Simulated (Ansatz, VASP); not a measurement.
**TePb: VASP beside Ansatz**

INCAR

```
  ALGO = Normal
  EDIFF = 1E-6
  ENCUT = 520
  GGA = PE
  ISIF = 2
  ISMEAR = 0
  LASPH = T
  LCHARG = F
  LREAL = F
  LWAVE = F
  NBANDS = 17
  NELM = 80
  PREC = Accurate
  SIGMA = 0.03
```

The input KPOINTS:

```
k-points
0
Gamma
  7 7 7
```

Contents of POSCAR:

```
TePb
1.0
    0.0000000000      3.2310000000      3.2310000000
    3.2310000000      0.0000000000      3.2310000000
    3.2310000000      3.2310000000      0.0000000000
Pb Te
1 1
Direct
    0.0000000000      0.0000000000      0.0000000000
    0.5000000000      0.5000000000      0.5000000000
```

Contents of input.yaml:

```yaml
crystal:
  lattice:
    - [0.0, 3.231, 3.231]
    - [3.231, 0.0, 3.231]
    - [3.231, 3.231, 0.0]
  atoms:
    - { symbol: Pb, position: [0.0, 0.0, 0.0] }
    - { symbol: Te, position: [0.5, 0.5, 0.5] }
hamiltonian:
  xc: pbe
  pseudopotentials: { kind: paw }
kpoints:
  mp_grid: { grid: [7, 7, 7] }
scf:
  occupations: { method: gaussian, width: 0.03 }
output:
  forces: true
  stress: true
  eigenvalues: true
```

Alike in both runs: task single point; functional PBE; k mesh 7 × 7 × 7; occupations gaussian, width 0.03 eV; no spin polarisation.

```csv
,VASP,Ansatz
version,VASP 6.6.1,Ansatz 0.2.0
potentials or method,"VASP PAW PBE potentials, release 64 (Pb_d, Te)",Ansatz PAW
plane-wave cutoff (eV),520,420
valence electrons in the cell,20,30
```

```csv
,VASP,Ansatz,Ansatz less VASP
pressure (GPa),2.1,2.1,+0.06
```

With one functional, cell and mesh, what is left measures potentials, basis and numerics. VASP's potentials hold 20 valence electrons a cell and Ansatz's 30, so a difference there can come from the potentials and not from the codes.

Neither program's run includes spin-orbit coupling.
